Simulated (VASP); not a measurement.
# BP (F-43m) in VASP: vibrations by perturbation theory with LDA

Aim: the vibrations by perturbation theory of BP with LDA.

Everything below comes from runs of VASP 6.6.1. Logs are shortened: lines on timing, memory, paths and dates and some standing lists are left out, and cuts for length are marked.

## Step 1: The cell of the first run

It takes space group F-43m (No. 216, cubic). The conventional cell has a = 4.500 Å, b = 4.500 Å, c = 4.500 Å, α = 90.00°, β = 90.00°, γ = 90.00°. B (site symmetry -43m) has 4 P at 1.95 Å within 2.6 Å. Within 2.6 Å of P (site symmetry -43m) lie 4 B at 1.95 Å.

## Step 2: Vibrations by perturbation theory, LDA

File INCAR:

```
PREC = Accurate ; ENCUT = 500
EDIFF = 1E-8 ; ISMEAR = 0
SIGMA = 0.01 ; LREAL = False
LASPH = True ; NELM = 120
ALGO = Normal ; ISIF = 2
LWAVE = False ; LCHARG = True
IBRION = 8 ; NSW = 1
GGA_COMPAT = False
```

File KPOINTS:

```
regular mesh
0
Gamma
  4 4 4
```

File POSCAR:

```
BP
1.0
    0.0000000000      2.2500033751      2.2500033751
    2.2500033751      0.0000000000      2.2500033751
    2.2500033751      2.2500033751      0.0000000000
B P
1 1
Direct
    0.0000000000      0.0000000000      0.0000000000
    0.2500000000      0.2500000000      0.2500000000
```

Potentials or basis: VASP PAW LDA potentials, release 64 (B, P).

The run is started by

```
cat potpaw_LDA.64/B/POTCAR potpaw_LDA.64/P/POTCAR > POTCAR
mpirun -np 1 vasp_std > vasp.out
```

OUTCAR:

```text
PREC = Accurate
   ENCUT = 500
   EDIFF = 1E-8
   ISMEAR = 0
   LREAL = False
   LASPH = True
   NELM = 120
   ISIF = 2
   IBRION = 8
   NSW = 1

 ion  position               nearest neighbor table
   1  0.000  0.000  0.000-   2 1.95   2 1.95   2 1.95   2 1.95
   2  0.250  0.250  0.250-   1 1.95   1 1.95   1 1.95   1 1.95

  LATTYP: Found a face centered cubic cell.
 ALAT       =     4.5000067502

  Lattice vectors:

 A1 = (   0.0000000000,   2.2500033751,   2.2500033751)
 A2 = (   2.2500033751,   0.0000000000,   2.2500033751)
 A3 = (   2.2500033751,   2.2500033751,   0.0000000000)

Analysis of symmetry for initial positions (statically):
=====================================================================
 Subroutine PRICEL returns:
 Original cell was already a primitive cell.

 Routine SETGRP: Setting up the symmetry group for a
 face centered cubic supercell.

 Subroutine GETGRP returns: Found 24 space group operations
 (whereof 24 operations were pure point group operations)
 out of a pool of 48 trial point group operations.

The static configuration has the point symmetry T_d .

Analysis of symmetry for dynamics (positions and initial velocities):
=====================================================================
 Subroutine PRICEL returns:
 Original cell was already a primitive cell.

 Routine SETGRP: Setting up the symmetry group for a
 face centered cubic supercell.

 Subroutine GETGRP returns: Found 24 space group operations
 (whereof 24 operations were pure point group operations)
 out of a pool of 48 trial point group operations.

The dynamic configuration has the point symmetry T_d .

 Subroutine INISYM returns: Found 24 space group operations
 (whereof 24 operations are pure point group operations),
 and found     1 'primitive' translations

----------------------------------------------------------------------------------------

                                     Primitive cell

  volume of cell :      22.7814

  direct lattice vectors                    reciprocal lattice vectors
     0.000000000  2.250003375  2.250003375    -0.222221889  0.222221889  0.222221889
     2.250003375  0.000000000  2.250003375     0.222221889 -0.222221889  0.222221889
     2.250003375  2.250003375  0.000000000     0.222221889  0.222221889 -0.222221889

  length of vectors
     3.181985288  3.181985288  3.181985288     0.384899602  0.384899602  0.384899602

  position of ions in fractional coordinates (direct lattice)
     0.000000000  0.000000000  0.000000000
     0.250000000  0.250000000  0.250000000

  ion indices of the primitive-cell ions
   primitive index   ion index
                 1           1
                 2           2

----------------------------------------------------------------------------------------

 KPOINTS: regular mesh

Automatic generation of k-mesh.
 Grid dimensions read from file:
 generate k-points for:    4    4    4

 Generating k-lattice:

  Cartesian coordinates                     Fractional coordinates (reciprocal lattice)
    -0.055555472  0.055555472  0.055555472     0.250000000  0.000000000  0.000000000
     0.055555472 -0.055555472  0.055555472     0.000000000  0.250000000  0.000000000
     0.055555472  0.055555472 -0.055555472     0.000000000  0.000000000  0.250000000

  Length of vectors
     0.096224901  0.096224901  0.096224901

  Shift w.r.t. Gamma in fractional coordinates (k-lattice)
     0.000000000  0.000000000  0.000000000

 Subroutine IBZKPT returns following result:
 ===========================================

[... 59 lines left out ...]
   LEPSILON=     F    determine dielectric tensor
   LRPA    =     F    only Hartree local field effects (RPA)
 non-spin polarized calculation
 Gauss-broadening in eV      SIGMA  =   0.01
  energy-cutoff  :      500.00
  volume of cell :       22.78
 maximum number of plane-waves:       604
   NGX = 11   NGY = 11   NGZ = 11

--------------------------------------- Ionic step        1  -------------------------------------------

 number of electron       8.0000001 magnetization

 Free energy of the ion-electron system (eV)
  ---------------------------------------------------
  ext. energy  EPLUGINS =         0.00000000
  ---------------------------------------------------
  free energy    TOTEN  =       -14.22175693 eV

  energy without entropy =      -14.22175693  energy(sigma->0) =      -14.22175693

 E-fermi :   7.8122     XC(G=0): -11.1810

 val. band max:        7.7520153992   @ k =   0.0000   0.0000   0.0000
 cond. band min:       8.9762953205   @ k =   0.5000   0.5000   0.0000
 fundamental gap:      1.2242799213
 Fermi energy:         7.8121709937

 k-point     1 :       0.0000    0.0000    0.0000
  band No.  band energies     occupation
      1      -7.8805      2.00000
      2       7.7520      2.00000
      3       7.7520      2.00000
      4       7.7520      2.00000
      5      11.1499      0.00000
      6      11.1499      0.00000
      7      11.1499      0.00000
      8      15.5041      0.00000
[... 67 lines left out ...]
 k-point     8 :      -0.2500    0.5000    0.2500
  band No.  band energies     occupation
      1      -2.6071      2.00000
      2      -0.2930      2.00000
      3       1.8938      2.00000
      4       2.0950      2.00000
      5      12.9777      0.00000
      6      14.4503      0.00000
      7      15.0685      0.00000
      8      15.3449      0.00000

------------------------ aborting loop because EDIFF is reached ----------------------------------------

  FORCE on cell =-STRESS in cart. coord.  units (eV):
  Direction    XX          YY          ZZ          XY          YZ          ZX
  --------------------------------------------------------------------------------------
  -------------------------------------------------------------------------------------
  Total       -0.0131262     -0.0131262     -0.0131262     -0.0000000      0.0000000     -0.0000000
  in kB       -0.9231467     -0.9231467     -0.9231467     -0.0000000      0.0000000     -0.0000000
  external PRESSURE =      -0.9231467 kB  Pullay stress =       0.0000000 kB

 VOLUME and BASIS-vectors are now :
 -----------------------------------------------------------------------------
  energy-cutoff  :      500.00
  volume of cell :       22.78
      direct lattice vectors                 reciprocal lattice vectors
     0.000000000  2.250003375  2.250003375    -0.222221889  0.222221889  0.222221889
     2.250003375  0.000000000  2.250003375     0.222221889 -0.222221889  0.222221889
     2.250003375  2.250003375  0.000000000     0.222221889  0.222221889 -0.222221889

 POSITION                                       TOTAL-FORCE (eV/Angst)
 -----------------------------------------------------------------------------------
      0.00000      0.00000      0.00000         0.000000      0.000000      0.000000
      1.12500      1.12500      1.12500        -0.000000     -0.000000     -0.000000
 -----------------------------------------------------------------------------------
    total drift:                                0.000000      0.000000      0.000000

  FREE ENERGIE OF THE ION-ELECTRON SYSTEM (eV)
  ---------------------------------------------------
  free  energy   TOTEN  =       -14.2217569265 eV

  energy  without entropy=      -14.2217569265  energy(sigma->0) =      -14.22175693

[... ionic steps 2 to 3 ...]

--------------------------------------- Ionic step        4  -------------------------------------------

------------------------ aborting loop because EDIFF is reached ----------------------------------------

[... ionic steps 5 to 6 ...]

--------------------------------------- Ionic step        7  -------------------------------------------

 Free energy of the ion-electron system (eV)
  ---------------------------------------------------
  ---------------------------------------------------
  free energy    TOTEN  =        -0.04133323 eV

  energy without entropy =       -0.04133323

------------------------ aborting loop because EDIFF is reached ----------------------------------------

 INTERNAL STRAIN TENSOR  FOR ION    2  DIRECTION 1   (eV/Angst):
 -----------------------------------------------------------------------------
    -0.01777 -0.00000  0.00000
    -0.00000  0.01169 -6.85685
     0.00000 -6.85685  0.01169

 INTERNAL STRAIN TENSOR FOR ION    2 for displacements in x,y,z  (eV/Angst):
          X           Y           Z          XY          YZ          ZX
  --------------------------------------------------------------------------------
  x     0.00000    -0.00000    -0.00000     0.00000    -6.85685     0.00000
  y     0.00000    -0.00000     0.00000     0.00000     0.00000    -6.85685
  z    -0.00000    -0.00000     0.00000    -6.85685     0.00000     0.00000

 SECOND DERIVATIVES (NOT SYMMETRIZED)
 ------------------------------------
               1X          1Y          1Z          2X          2Y          2Z
  1X   -20.283769    0.000000    0.000000   20.283769    0.000000    0.000000
  1Y     0.000000  -20.283769    0.000000    0.000000   20.283769    0.000000
  1Z     0.000000    0.000000  -20.283769    0.000000    0.000000   20.283769
  2X    20.293069    0.000000    0.000000  -20.293069    0.000000    0.000000
  2Y     0.000000   20.293069    0.000000    0.000000  -20.293069    0.000000
  2Z     0.000000    0.000000   20.293069    0.000000    0.000000  -20.293069

 Eigenvectors and eigenvalues of the dynamical matrix
 ----------------------------------------------------

   1 f  =   24.873072 THz   156.282123 2PiTHz  829.676390 cm-1   102.866716 meV
             X         Y         Z           dx          dy          dz
      0.000000  0.000000  0.000000     0.000000    0.860920    0.000000
      1.125002  1.125002  1.125002    -0.000000   -0.508741    0.000000
[... 21 lines left out ...]
   6 f/i=    0.002497 THz     0.015688 2PiTHz    0.083286 cm-1     0.010326 meV
             X         Y         Z           dx          dy          dz
      0.000000  0.000000  0.000000     0.000000    0.000000   -0.508741
      1.125002  1.125002  1.125002     0.000000    0.000000   -0.860920

--------------------------------------------------------------------------------------------------------

 ELASTIC MODULI CONTR FROM IONIC RELAXATION (kBar)
 Direction    XX          YY          ZZ          XY          YZ          ZX
 --------------------------------------------------------------------------------
 XX          -0.0000      0.0000      0.0000     -0.0000      0.0000      0.0000
 YY           0.0000     -0.0000      0.0000     -0.0000     -0.0000     -0.0000
 ZZ           0.0000      0.0000     -0.0000      0.0000     -0.0000      0.0000
 XY          -0.0000     -0.0000      0.0000   -173.1392      0.0000      0.0000
 YZ           0.0000     -0.0000     -0.0000      0.0000   -173.1392      0.0000
 ZX           0.0000     -0.0000      0.0000      0.0000      0.0000   -173.1392
 --------------------------------------------------------------------------------
```

It took 7.5 s on 1 thread of Intel Xeon Platinum 8488C (Sapphire Rapids), shared host; peak memory 0.13 GiB.

What came out:

```yaml
Highest_phonon_frequency_at_Γ_LO-TO_splitting_left_out: 830 cm⁻¹
```

Phonon frequencies in cm⁻¹ (negative: imaginary):
```csv
q point,frequencies
"(0.000, 0.000, 0.000)",0 0 0 830 830 830
```

Caveat: the k points lie up to 0.60 Å⁻¹ apart.
